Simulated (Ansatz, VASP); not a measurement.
# One calculation of Li3HSe, two programs

```
CELL_PARAMETERS angstrom
3.89438 0.00000 0.00000
0.00000 3.89438 0.00000
0.00000 0.00000 3.89438
ATOMIC_POSITIONS crystal
Li 0.00000 0.50000 0.50000
Li 0.50000 0.00000 0.50000
Li 0.50000 0.50000 0.00000
H 0.50000 0.50000 0.50000
Se 0.00000 0.00000 0.00000
```

Alike in both runs: task single point; functional r2SCAN; k mesh 6 × 6 × 6; no spin polarisation.

|  | VASP | Ansatz |
| --- | --- | --- |
| version | VASP 6.6.1 | Ansatz 0.2.0 |
| potentials or method | VASP PAW PBE potentials, release 64 (Li_sv, H, Se) | plane waves, PAW |
| plane-wave cutoff (eV) | 520 | 500 |
| occupations | gaussian, width 0.01 eV | fixed |
| valence electrons in the cell | 16 | 26 |

VASP gave:

| Quantity | Value |
| --- | --- |
| gap on the k mesh at the Fermi level (eV) | 4.46 |

Task: Which values does Ansatz return?

Result: gap on the k mesh at the Fermi level (eV): 4.36.

VASP's potentials were made for PBE, not for r2SCAN. VASP's potentials hold 16 valence electrons a cell and Ansatz's 26, so a difference there can come from the potentials and not from the codes.

Noted on VASP's run: the cutoff is under 1.25 times that of the potentials, so the pressure is a little rough.
